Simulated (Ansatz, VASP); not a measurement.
# Sr2TeO: VASP beside Ansatz

```
O Te Sr
1.0
     2.07690    1.19910    7.01957
    -2.07690    1.19910    7.01957
     0.00000   -2.39820    7.01957
O Te Sr
1 1 2
Direct
  0.00000 0.00000 0.00000
  0.50000 0.50000 0.50000
  0.26814 0.26814 0.26814
  0.73186 0.73186 0.73186
```

Change from the starting cell: epitaxial_xy strain +0.4%.

Alike in both runs: task single point; functional r2SCAN; k mesh 8 × 8 × 8; no spin polarisation.

```csv
,VASP,Ansatz
version,VASP 6.6.1,Ansatz 0.2.0
potentials or method,"VASP PAW PBE potentials, release 64 (O, Te, Sr_sv)","plane waves, PAW"
plane-wave cutoff (eV),520,500
occupations,"gaussian, width 0.01 eV",fixed
valence electrons in the cell,32,42
```

```tsv
	VASP	Ansatz	Ansatz less VASP
gap on the k mesh at the Fermi level (eV)	1.45	1.48	+0.031
pressure (GPa)	-0.1	-0.3	-0.20
traceless stress, the component that is largest in VASP (GPa)	0.27	0.26	-0.009
```

VASP's potentials were made for PBE, not for r2SCAN. VASP's potentials hold 32 valence electrons a cell and Ansatz's 42, so a difference there can come from the potentials and not from the codes.

Neither program's run includes spin-orbit coupling.
